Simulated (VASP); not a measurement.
# SnO2 (P4_2/mnm) in VASP: further runs, part 2 of 2

VASP 6.6.1.

**3. Single point, PBEsol**

This run uses another cell than the first one, of 12.17 Å³/atom.

INCAR reads:

```
SYSTEM = SnO2
  PREC = Accurate
  ENCUT = 520
  EDIFF = 1E-7
  ISMEAR = 0
  SIGMA = 0.05
  LREAL = .FALSE.
  LASPH = .TRUE.
  NELM = 60
  ALGO = Normal
  ISIF = 2
  LWAVE = .FALSE.
  LCHARG = .FALSE.
  GGA = PS
  NBANDS = 35
```

KPOINTS reads:

```
regular mesh
0
G
  6 6 8
  0 0 0
```

POSCAR reads:

```
SnO2
1.0
    4.7687243422      0.0000000000      0.0000000000
    0.0000000000      4.7687243422      0.0000000000
    0.0000000000      0.0000000000      3.2113691866
Sn O
2 4
Direct
    0.0000000000      0.0000000000      0.0000000000
    0.5000000000      0.5000000000      0.5000000000
    0.3062980674      0.3062980674      0.0000000000
    0.1937019326      0.8062980674      0.5000000000
    0.6937019326      0.6937019326      0.0000000000
    0.8062980674      0.1937019326      0.5000000000
```

Potentials or basis: VASP PAW PBE potentials, release 64 (Sn_d, O).

Started as:

```bash
$ cat potpaw_PBE.64/Sn_d/POTCAR potpaw_PBE.64/O/POTCAR > POTCAR
$ mpirun -np 1 vasp_std > vasp.out
```

It took 2.7 min on 1 thread of Intel Xeon 8259CL, shared host; peak memory 0.24 GiB.

Results (log left out):

* Free energy: -39.6698 eV
* Pressure: 0.7 GPa
* Largest force: 0.020 eV/Å
* Band gap on the k mesh: 0.92 eV

Forces in eV/Å, atoms in the order of the input:
```
Sn   0.000  0.000  0.000
Sn   0.000  0.000  0.000
O   -0.014 -0.014  0.000
O    0.014 -0.014  0.000
O    0.014  0.014  0.000
O   -0.014  0.014  0.000
```

Stress tensor (GPa, compression positive):
```
0.61 0.00 0.00
0.00 0.61 0.00
0.00 0.00 0.98
```

Levels at points of the mesh, in eV from the valence-band top:
```
           k point  band 22  band 23  band 24  band 25  band 26  band 27  band 28  band 29  band 30  band 31
(0.00, 0.00, 0.00)    -1.27    -1.27    -0.78    -0.78     0.00     0.92     5.85     6.04     6.04    10.13
(0.50, 0.00, 0.00)    -1.98    -1.22    -1.22    -0.63    -0.63     4.13     4.13     6.80     6.80    10.64
(0.50, 0.50, 0.00)    -1.99    -1.35    -1.35    -0.89    -0.89     4.54     4.54     7.23     7.23    10.68
(0.00, 0.00, 0.50)    -2.66    -1.65    -1.65    -1.25    -1.25     5.87     5.87     9.44     9.44    10.36
(0.50, 0.00, 0.50)    -1.74    -1.09    -1.09    -0.73    -0.73     6.15     6.15     7.73     7.73    10.69
(0.50, 0.50, 0.50)    -2.45    -0.96    -0.96    -0.82    -0.82     4.55     4.55     8.61     8.61    10.69
```

Caveat: the PAW data sets were made with another functional, which shifts forces and pressure a little; spin-orbit coupling is left out, which moves the levels of the heavy elements.

**4. Single point, PBEsol (atoms displaced along a vibrational mode, the cell strained)**

INCAR reads:

```
SYSTEM = SnO2
PREC = Accurate
ENCUT = 520
EDIFF = 1E-7
ISMEAR = 0
SIGMA = 0.05
LREAL = .False.
LASPH = .True.
NELM = 100
ALGO = Normal
ISIF = 2
LWAVE = .False.
LCHARG = .False.
GGA = PS
NBANDS = 35
```

KPOINTS reads:

```
regular mesh
0
Gamma
  6 6 8
  0 0 0
```

Edit POSCAR of step 3 so:

```diff
@@ -2,5 +2,5 @@
 1.0
-    4.7687243422      0.0000000000      0.0000000000
-    0.0000000000      4.7687243422      0.0000000000
-    0.0000000000      0.0000000000      3.2113691866
+    4.8083047542      0.0000000000      0.0000000000
+    0.0000000000      4.8083047542      0.0000000000
+    0.0000000000      0.0000000000      3.2380235508
 Sn O
```

Started as:

```bash
$ cat potpaw_PBE.64/Sn_d/POTCAR potpaw_PBE.64/O/POTCAR > POTCAR
$ mpirun -np 1 vasp_std > vasp.out
```

It took 2.7 min on 1 thread of Intel Xeon 8259CL, shared host; peak memory 0.24 GiB.

It converged, with:

- Free energy: -39.6530 eV
- Pressure: -4.0 GPa
- Largest force: 0.064 eV/Å
- Band gap on the k mesh: 0.64 eV

Forces on the atoms (eV/Å):
```
Sn   0.000  0.000  0.000
Sn   0.000  0.000  0.000
O    0.045  0.045  0.000
O   -0.045  0.045  0.000
O   -0.045 -0.045  0.000
O    0.045 -0.045  0.000
```

Stress tensor (GPa, compression positive):
```
-3.67  0.00  0.00
 0.00 -3.67  0.00
 0.00  0.00 -4.71
```

Levels at points of the mesh, in eV from the valence-band top:
```tsv
k point	band 23	band 24	band 25	band 26	band 27	band 28	band 29	band 30
(0.00, 0.00, 0.00)	-1.28	-0.76	-0.76	0.00	0.64	5.62	5.90	5.90
(0.50, 0.00, 0.00)	-1.23	-1.23	-0.62	-0.62	3.88	3.88	6.66	6.66
(0.50, 0.50, 0.00)	-1.36	-1.36	-0.87	-0.87	4.27	4.27	7.05	7.05
(0.00, 0.00, 0.50)	-1.58	-1.58	-1.21	-1.21	5.59	5.59	9.25	9.25
(0.50, 0.00, 0.50)	-1.05	-1.05	-0.75	-0.75	5.85	5.85	7.53	7.53
(0.50, 0.50, 0.50)	-0.94	-0.94	-0.79	-0.79	4.30	4.30	8.48	8.48
```

Caveat: the cell differs from its parent crystal (atoms displaced along a vibrational mode, the cell strained); the cell stands under tension; the PAW data sets were made with another functional, which shifts forces and pressure a little; spin-orbit coupling is left out, which moves the levels of the heavy elements.

**5. Single point, PBEsol (atoms displaced along a vibrational mode, the cell strained)**

INCAR reads:

```
SYSTEM = SnO2
PREC = Accurate ; ENCUT = 520
EDIFF = 1E-6 ; ISMEAR = 0
SIGMA = 0.05 ; LREAL = .FALSE.
LASPH = .TRUE. ; NELM = 60
ALGO = Normal ; ISIF = 2
LWAVE = .FALSE. ; LCHARG = .TRUE.
GGA = PS ; LELF = .TRUE.
LVHAR = .TRUE. ; NBANDS = 35
```

KPOINTS reads:

```
Automatic mesh
0
G
  6 6 8
  0 0 0
```

Edit POSCAR of step 4 so:

```diff
@@ -2,5 +2,5 @@
 1.0
-    4.8083047542      0.0000000000      0.0000000000
-    0.0000000000      4.8083047542      0.0000000000
-    0.0000000000      0.0000000000      3.2380235508
+    4.8483620387      0.0000000000      0.0000000000
+    0.0000000000      4.8483620387      0.0000000000
+    0.0000000000      0.0000000000      3.2649990520
 Sn O
```

Started as:

```bash
$ cat potpaw_PBE.64/Sn_d/POTCAR potpaw_PBE.64/O/POTCAR > POTCAR
$ mpirun -np 1 vasp_std > vasp.out
```

It took 2.2 min on 1 thread of Intel Xeon 8259CL, shared host; peak memory 0.25 GiB.

The run converged. Its results:

```yaml
Free_energy: -39.5832 eV
Pressure: -8.3 GPa
Largest_force: 0.142 eV/Å
Band_gap_on_the_k_mesh: 0.38 eV
```

Forces in eV/Å, atoms in the order of the input:
```
Sn   0.000  0.000  0.000
Sn   0.000  0.000  0.000
O    0.100  0.100  0.000
O   -0.100  0.100  0.000
O   -0.100 -0.100  0.000
O    0.100 -0.100  0.000
```

Stress tensor (GPa, compression positive):
```
-7.54  0.00  0.00
 0.00 -7.54  0.00
 0.00  0.00 -9.81
```

Levels at points of the mesh, in eV from the valence-band top:
```tsv
k point	band 22	band 23	band 24	band 25	band 26	band 27	band 28	band 29	band 30	band 31
(0.00, 0.00, 0.00)	-1.29	-1.29	-0.74	-0.74	0.00	0.38	5.40	5.77	5.77	9.73
(0.50, 0.00, 0.00)	-1.91	-1.24	-1.24	-0.60	-0.60	3.63	3.63	6.52	6.52	10.11
(0.50, 0.50, 0.00)	-1.89	-1.37	-1.37	-0.84	-0.84	4.01	4.01	6.88	6.88	10.21
(0.00, 0.00, 0.50)	-2.62	-1.52	-1.52	-1.18	-1.18	5.31	5.31	9.06	9.06	9.97
(0.50, 0.00, 0.50)	-1.68	-1.01	-1.01	-0.77	-0.77	5.57	5.57	7.32	7.32	10.23
(0.50, 0.50, 0.50)	-2.45	-0.91	-0.91	-0.77	-0.77	4.06	4.06	8.35	8.35	10.23
```

Caveat: the cell differs from its parent crystal (atoms displaced along a vibrational mode, the cell strained); the cell stands under tension; the PAW data sets were made with another functional, which shifts forces and pressure a little; spin-orbit coupling is left out, which moves the levels of the heavy elements.

**6. Single point, PBEsol (atoms displaced along a vibrational mode, the cell strained)**

INCAR reads:

```
SYSTEM = SnO2
ALGO = Normal
EDIFF = 1E-6
ENCUT = 520
GGA = PS
ISIF = 2
ISMEAR = 0
LASPH = .TRUE.
LCHARG = .TRUE.
LELF = .TRUE.
LREAL = .FALSE.
LVHAR = .TRUE.
LWAVE = .FALSE.
NBANDS = 35
NELM = 60
PREC = Accurate
SIGMA = 0.05
```

KPOINTS reads:

```
k-points
0
G
  6 6 8
  0 0 0
```

Edit POSCAR of step 5 so:

```diff
@@ -2,5 +2,5 @@
 1.0
-    4.8483620387      0.0000000000      0.0000000000
-    0.0000000000      4.8483620387      0.0000000000
-    0.0000000000      0.0000000000      3.2649990520
+    4.8879424508      0.0000000000      0.0000000000
+    0.0000000000      4.8879424508      0.0000000000
+    0.0000000000      0.0000000000      3.2916534163
 Sn O
```

Potentials or basis: VASP PAW PBE potentials, release 64 (Sn_d, O).

Started as:

```bash
$ cat potpaw_PBE.64/Sn_d/POTCAR potpaw_PBE.64/O/POTCAR > POTCAR
$ mpirun -np 1 vasp_std > vasp.out
```

Run time: 2.5 min. Hardware: 1 thread of Intel Xeon 8259CL, shared host; peak memory 0.25 GiB.

The run converged. Its results:

| Quantity | Value |
| --- | --- |
| Free energy | -39.4668 eV |
| Pressure | -11.8 GPa |
| Largest force | 0.213 eV/Å |
| Band gap on the k mesh | 0.13 eV |

Forces on the atoms (eV/Å):
```
Sn   0.000  0.000  0.000
Sn   0.000  0.000  0.000
O    0.150  0.150  0.000
O   -0.150  0.150  0.000
O   -0.150 -0.150  0.000
O    0.150 -0.150  0.000
```

Stress tensor (GPa, compression positive):
```
-10.70   0.00   0.00
  0.00 -10.70   0.00
  0.00   0.00 -14.08
```

Levels at points of the mesh, in eV from the valence-band top:
```
           k point  band 24  band 25  band 26  band 27  band 28  band 29
(0.00, 0.00, 0.00)    -0.72    -0.72     0.00     0.13     5.18     5.64
(0.50, 0.00, 0.00)    -1.24    -0.59    -0.59     3.39     3.39     6.39
(0.50, 0.50, 0.00)    -1.37    -0.82    -0.82     3.76     3.76     6.71
(0.00, 0.00, 0.50)    -1.46    -1.14    -1.14     5.04     5.04     8.88
(0.50, 0.00, 0.50)    -0.97    -0.78    -0.78     5.29     5.29     7.12
(0.50, 0.50, 0.50)    -0.89    -0.74    -0.74     3.84     3.84     8.23
```

Caveat: the cell differs from its parent crystal (atoms displaced along a vibrational mode, the cell strained); the cell stands under tension; the PAW data sets were made with another functional, which shifts forces and pressure a little; spin-orbit coupling is left out, which moves the levels of the heavy elements.

**7. Summary**

```tsv
cell	gap on the mesh (eV)	pressure (GPa)	largest force (eV/Å)
a = 4.729, b = 4.729, c = 3.185 Å, 6 atoms	1.21	6.1	0.11
a = 4.769, b = 4.769, c = 3.211 Å, 6 atoms	0.92	0.7	0.02
a = 4.808, b = 4.808, c = 3.238 Å, 6 atoms	0.64	-4.0	0.06
a = 4.848, b = 4.848, c = 3.265 Å, 6 atoms	0.38	-8.3	0.14
a = 4.888, b = 4.888, c = 3.292 Å, 6 atoms	0.13	-11.8	0.21
```

Alike in all rows: task single point; level PBEsol; potentials or basis VASP PAW PBE potentials, release 64 (Sn_d, O); no spin polarisation; k mesh 6 × 6 × 8; cutoff (eV) 520; smearing gaussian 0.05 eV.

Caveats: the PAW data sets were made with another functional, which shifts forces and pressure a little; spin-orbit coupling is left out, which moves the levels of the heavy elements; the cell stands under tension (at least some runs); the cell stands under pressure (at least some runs).

Absolute energies hang on the potentials; compare differences alone.
